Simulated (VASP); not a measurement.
Here is a VASP 6.6.1 calculation.

File INCAR:

```
  PREC = Accurate
  ENCUT = 600
  EDIFF = 1E-6
  ISMEAR = 0
  SIGMA = 0.1
  LREAL = F
  LASPH = T
  NELM = 100
  ALGO = Normal
  ISIF = 3
  LWAVE = F
  LCHARG = F
  GGA = PE
  IBRION = 2
  NSW = 90
  EDIFFG = -0.04
```

The input KPOINTS:

```
Automatic mesh
0
Gamma
  4 4 4
```

Contents of POSCAR:

```
AlO4
1.0
    0.0000000000      3.9491525000      3.9491525000
    3.9491525000      0.0000000000      3.9491525000
    3.9491525000      3.9491525000      0.0000000000
Al O
2 8
Direct
    0.5000000000      0.5000000000      0.5000000000
    0.2500000000      0.2500000000      0.2500000000
    0.4174245300      0.0825754700      0.0825754700
    0.0825754700      0.4174245300      0.4174245300
    0.0825754700      0.4174245300      0.0825754700
    0.4174245300      0.0825754700      0.4174245300
    0.0825754700      0.0825754700      0.4174245300
    0.4174245300      0.4174245300      0.0825754700
    0.0000000000      0.0000000000      0.0000000000
    0.7500000000      0.7500000000      0.7500000000
```

Potentials or basis: VASP PAW PBE potentials, release 64 (Al, O).

The run is started by

```console
$ cat potpaw_PBE.64/Al/POTCAR potpaw_PBE.64/O/POTCAR > POTCAR
$ mpirun -np 1 vasp_std > vasp.out
```

Predict the relaxed cell.

a = 5.093 Å, b = 5.093 Å, c = 5.093 Å, α = 60.00°, β = 60.00°, γ = 60.00°.

Predict the band gap on the k mesh.

zero (bands 27 and 28 overlap by 0.45 eV).

Final structure:
```
Al O
1.0
     0.00000    3.60122    3.60122
     3.60122    0.00000    3.60122
     3.60122    3.60122    0.00000
Al O
2 8
Cartesian
  3.6012 3.6012 3.6012
  1.8006 1.8006 1.8006
  7.1768 5.4018 5.4018
  3.6269 5.4018 5.4018
  5.4018 7.1768 5.4018
  5.4018 3.6269 5.4018
  5.4018 5.4018 7.1768
  5.4018 5.4018 3.6269
  0.0000 0.0000 0.0000
  5.4018 5.4018 5.4018
```
